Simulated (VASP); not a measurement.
# CdS (P3m1) in VASP: band structure with PBEsol

Aim: the band structure of CdS with PBEsol.

Everything below comes from runs of VASP 6.6.1. Logs are shortened: lines on timing, memory, paths and dates and some standing lists are left out, and cuts for length are marked.

### Step 1. The cell of the first run

The structure is trigonal, space group P3m1 (No. 156). Conventional cell: a = 4.261 Å, b = 4.261 Å, c = 5.804 Å, α = 90.00°, β = 90.00°, γ = 120.00°. Cd (site symmetry 3m) has 3 S at 2.46 Å within 3.2 Å. Within 3.2 Å of S (site symmetry 3m) lie 3 Cd at 2.46 Å.

### Step 2. Band structure, PBEsol

Input file INCAR:

```
GGA      = PS             # functional
ISMEAR   = 0              # smearing method
SIGMA    = 0.03           # smearing width, eV
LWAVE    = F              # write WAVECAR
LCHARG   = F              # write CHGCAR
NBANDS   = 31             # bands
PREC     = Accurate       # precision mode
LASPH    = T              # aspherical terms in the spheres
LREAL    = F              # projectors in reciprocal space
ALGO     = Normal         # electronic algorithm
EDIFF    = 1E-7           # SCF threshold, eV
NELM     = 120            # most SCF steps
GGA_COMPAT= F            
ENCUT    = 550            # plane-wave cutoff, eV
EFERMI   = MIDGAP
```

Input file KPOINTS:

```
Automatic mesh
0
Gamma
  9 9 6
  0 0 0
```

Input file KPOINTS_OPT:

```
path GMKGALHA,LM,KH
32
line-mode
reciprocal
 0.0000000000  0.0000000000  0.0000000000  G
 0.5000000000  0.0000000000  0.0000000000  M

 0.5000000000  0.0000000000  0.0000000000  M
 0.3333333333  0.3333333333  0.0000000000  K

 0.3333333333  0.3333333333  0.0000000000  K
 0.0000000000  0.0000000000  0.0000000000  G

 0.0000000000  0.0000000000  0.0000000000  G
 0.0000000000  0.0000000000  0.5000000000  A

 0.0000000000  0.0000000000  0.5000000000  A
 0.5000000000  0.0000000000  0.5000000000  L

 0.5000000000  0.0000000000  0.5000000000  L
 0.3333333333  0.3333333333  0.5000000000  H

 0.3333333333  0.3333333333  0.5000000000  H
 0.0000000000  0.0000000000  0.5000000000  A

 0.5000000000  0.0000000000  0.5000000000  L
 0.5000000000  0.0000000000  0.0000000000  M

 0.3333333333  0.3333333333  0.0000000000  K
 0.3333333333  0.3333333333  0.5000000000  H
```

Input file POSCAR:

```
CdS
1.0
    4.2611695877      0.0000000000      0.0000000000
   -2.1305847939      3.6902811128      0.0000000000
    0.0000000000      0.0000000000      5.8041729400
Cd S
1 1
Direct
    0.0000000000      0.0000000000      0.4426919200
    0.6666666667      0.3333333333      0.4343080800
```

Potentials or basis: VASP PAW PBE potentials, release 64 (Cd, S).

On the command line:

```bash
> cat potpaw_PBE.64/Cd/POTCAR potpaw_PBE.64/S/POTCAR > POTCAR
> mpirun -np 1 vasp_std > vasp.out
```

OUTCAR:

```text
GGA = PS
   ISMEAR = 0
   PREC = Accurate
   LASPH = T
   LREAL = F
   EDIFF = 1E-7
   NELM = 120
   ENCUT = 550
   EFERMI = MIDGAP

 ion  position               nearest neighbor table
   1  0.000  0.000  0.443-   2 2.46   2 2.46   2 2.46
   2  0.667  0.333  0.434-   1 2.46   1 2.46   1 2.46

  LATTYP: Found a hexagonal cell.
 ALAT       =     4.2611695877
 C/A-ratio  =     1.3621079426

  Lattice vectors:

 A1 = (   4.2611695877,   0.0000000000,   0.0000000000)
 A2 = (  -2.1305847939,   3.6902811128,   0.0000000000)
 A3 = (   0.0000000000,   0.0000000000,   5.8041729400)

Analysis of symmetry for initial positions (statically):
=====================================================================
 Subroutine PRICEL returns:
 Original cell was already a primitive cell.

 Routine SETGRP: Setting up the symmetry group for a
 hexagonal supercell.

 Subroutine GETGRP returns: Found  6 space group operations
 (whereof  6 operations were pure point group operations)
 out of a pool of 24 trial point group operations.

The static configuration has the point symmetry C_3v.

Analysis of symmetry for dynamics (positions and initial velocities):
=====================================================================
 Subroutine PRICEL returns:
 Original cell was already a primitive cell.

 Routine SETGRP: Setting up the symmetry group for a
 hexagonal supercell.

 Subroutine GETGRP returns: Found  6 space group operations
 (whereof  6 operations were pure point group operations)
 out of a pool of 24 trial point group operations.

The dynamic configuration has the point symmetry C_3v.

 Subroutine INISYM returns: Found  6 space group operations
 (whereof  6 operations are pure point group operations),
 and found     1 'primitive' translations

----------------------------------------------------------------------------------------

                                     Primitive cell

  volume of cell :      91.2701

  direct lattice vectors                    reciprocal lattice vectors
     4.261169588  0.000000000  0.000000000     0.234677353  0.135491033  0.000000000
    -2.130584794  3.690281113  0.000000000     0.000000000  0.270982066  0.000000000
     0.000000000  0.000000000  5.804172940     0.000000000  0.000000000  0.172289835

  length of vectors
     4.261169588  4.261169588  5.804172940     0.270982066  0.270982066  0.172289835

[... 80 lines left out ...]
   EDIFF  = 0.1E-06   stopping-criterion for ELM
   LREAL  =      F    real-space projection
   EDIFFG = 0.1E-05   stopping-criterion for IOM
   NSW    =      0    number of steps for IOM
   IBRION =     -1    ionic relax: 0-MD 1-quasi-New 2-CG
   NFREE  =      0    steps in history (QN), initial steepest desc. (CG)
   ISIF   =      2    stress and relaxation
   ISYM   =      2    0-nonsym 1-usesym 2-fastsym
   POTIM  = 0.5000    time-step for ionic-motion
   TEBEG  =    0.0;   TEEND  =   0.0 temperature during run

   SCALEE = 1.0000    scale energy and forces
   PSTRESS=    0.0 pullay stress
   NELECT =      18.0000    total number of electrons
   NUPDOWN=      -1.0000    fix difference up-down
   EMIN   =  10.00;   EMAX   =-10.00  energy-range for DOS
   EFERMI =   0.00;   METHOD = MIDGAP
   ISMEAR =     0;   SIGMA  =   0.03  broadening in eV -4-tet -1-fermi 0-gaus
   EFERMI_NEDOS =   21; number of points for ismear=-14 and -15
   IALGO  =     38    algorithm
   IMIX   =      4    mixing-type and parameters
     AMIX     =   0.40;   BMIX     =  1.00
     AMIX_MAG =   1.60;   BMIX_MAG =  1.00
  volume/ion in A,a.u.               =      45.64       307.96
  Fermi-wavevector in a.u.,A,eV,Ry     =   0.952919  1.800756 12.354841  0.908055
  Thomas-Fermi vector in A             =   2.081527
   LORBIT       =      0    0 simple, 1 ext, 2 COOP (PROOUT), +10 PAW based schemes
   GGA     = PS    functional components
   LHFCALC =     F    Hartree Fock is set to
   AEXX    =    0.0000 exact exchange contribution
   IVDW    =     0    specifies the selected vdW correction
   LEPSILON=     F    determine dielectric tensor
   LRPA    =     F    only Hartree local field effects (RPA)

   CSHIFT  =0.1000    complex shift for real part using Kramers Kronig

   OMEGAMAX=  -1.0    maximum frequency
 non-spin polarized calculation
 Gauss-broadening in eV      SIGMA  =   0.03
  energy-cutoff  :      550.00
  volume of cell :       91.27
 maximum number of plane-waves:      2700
 NGX is ok and might be reduce to    36
   NGX = 17   NGY = 17   NGZ = 23

 number of electron      17.9999999 magnetization

 Free energy of the ion-electron system (eV)
  ---------------------------------------------------
  ext. energy  EPLUGINS =         0.00000000
  ---------------------------------------------------
  free energy    TOTEN  =        -6.17457849 eV

  energy without entropy =       -6.17457849  energy(sigma->0) =       -6.17457849

 E-fermi :  -1.4920     XC(G=0):  -6.1873

 val. band max:       -2.2022487837   @ k =   0.0000   0.0000   0.5000
 cond. band min:      -0.7818221946   @ k =   0.0000   0.0000   0.0000
 fundamental gap:      1.4204265891
 Fermi energy:        -1.4920354892

 k-point     1 :       0.0000    0.0000    0.0000
  band No.  band energies     occupation
      1     -13.8040      2.00000
      2      -9.8414      2.00000
      3      -9.8414      2.00000
      4      -9.3177      2.00000
      5      -9.3177      2.00000
      6      -9.1051      2.00000
[... 565 lines left out ...]
     20      12.2111      0.00000
     21      13.1114      0.00000

 [... further k-points ...]

 [bands above 21 left out]

------------------------ aborting loop because EDIFF is reached ----------------------------------------

  FORCE on cell =-STRESS in cart. coord.  units (eV):
  Direction    XX          YY          ZZ          XY          YZ          ZX
  --------------------------------------------------------------------------------------
  -------------------------------------------------------------------------------------
  Total       -1.1089166     -1.1089166     -0.0094702      0.0000000      0.0000000      0.0000000
  in kB      -19.4661848    -19.4661848     -0.1662427      0.0000000      0.0000000      0.0000000
  external PRESSURE =     -13.0328708 kB  Pullay stress =       0.0000000 kB

 VOLUME and BASIS-vectors are now :
 -----------------------------------------------------------------------------
  energy-cutoff  :      550.00
  volume of cell :       91.27
      direct lattice vectors                 reciprocal lattice vectors
     4.261169588  0.000000000  0.000000000     0.234677353  0.135491033  0.000000000
    -2.130584794  3.690281113  0.000000000     0.000000000  0.270982066  0.000000000
     0.000000000  0.000000000  5.804172940     0.000000000  0.000000000  0.172289835

 POSITION                                       TOTAL-FORCE (eV/Angst)
 -----------------------------------------------------------------------------------
      0.00000      0.00000      2.56946         0.000000     -0.000000     -0.014506
      2.13058      1.23009      2.52080        -0.000000      0.000000      0.014506
 -----------------------------------------------------------------------------------
    total drift:                                0.000000     -0.000000      0.000062

  FREE ENERGIE OF THE ION-ELECTRON SYSTEM (eV)
  ---------------------------------------------------
  free  energy   TOTEN  =        -6.1745784917 eV

  energy  without entropy=       -6.1745784917  energy(sigma->0) =       -6.17457849
```

Wall time 4.9 min (1 thread of Intel Xeon 6975P-C (Granite Rapids), shared host); peak memory 0.38 GiB.

Results:

```
Free energy             : -6.1746 eV
Pressure                : -1.3 GPa
Largest force           : 0.015 eV/Å
Band gap on the k mesh  : 1.42 eV
Band gap along the path : 1.42 eV
```

Forces in eV/Å, atoms in the order of the input:
```
Cd   0.000  0.000 -0.015
S    0.000  0.000  0.015
```

Levels at the corners of the path, in eV from the valence-band top:
| point | band 6 | band 7 | band 8 | band 9 | band 10 | band 11 | band 12 | band 13 |
| --- | --- | --- | --- | --- | --- | --- | --- | --- |
| Γ | -6.90 | -1.05 | 0.00 | 0.00 | 1.42 | 5.68 | 6.85 | 6.85 |
| M | -6.73 | -3.62 | -1.32 | -0.15 | 3.64 | 5.12 | 6.84 | 7.52 |
| M | -6.73 | -3.62 | -1.32 | -0.15 | 3.64 | 5.12 | 6.84 | 7.52 |
| K | -6.56 | -3.45 | -2.43 | -0.02 | 5.09 | 5.32 | 7.49 | 7.51 |
| K | -6.56 | -3.45 | -2.43 | -0.02 | 5.09 | 5.32 | 7.49 | 7.51 |
| Γ | -6.90 | -1.05 | 0.00 | 0.00 | 1.42 | 5.68 | 6.85 | 6.85 |
| Γ | -6.90 | -1.05 | 0.00 | 0.00 | 1.42 | 5.68 | 6.85 | 6.85 |
| A | -6.89 | -1.26 | 0.00 | 0.00 | 1.68 | 5.14 | 6.90 | 6.90 |
| A | -6.89 | -1.26 | 0.00 | 0.00 | 1.68 | 5.14 | 6.90 | 6.90 |
| L | -6.73 | -3.59 | -1.31 | -0.25 | 3.79 | 4.27 | 7.86 | 7.96 |
| L | -6.73 | -3.59 | -1.31 | -0.25 | 3.79 | 4.27 | 7.86 | 7.96 |
| H | -6.56 | -3.42 | -2.42 | -0.11 | 4.40 | 5.47 | 6.93 | 8.29 |
| H | -6.56 | -3.42 | -2.42 | -0.11 | 4.40 | 5.47 | 6.93 | 8.29 |
| A | -6.89 | -1.26 | 0.00 | 0.00 | 1.68 | 5.14 | 6.90 | 6.90 |
| L | -6.73 | -3.59 | -1.31 | -0.25 | 3.79 | 4.27 | 7.86 | 7.96 |
| M | -6.73 | -3.62 | -1.32 | -0.15 | 3.64 | 5.12 | 6.84 | 7.52 |
| K | -6.56 | -3.45 | -2.43 | -0.02 | 5.09 | 5.32 | 7.49 | 7.51 |
| H | -6.56 | -3.42 | -2.42 | -0.11 | 4.40 | 5.47 | 6.93 | 8.29 |

Caveat: the PAW data sets were made with another functional, which shifts forces and pressure a little.
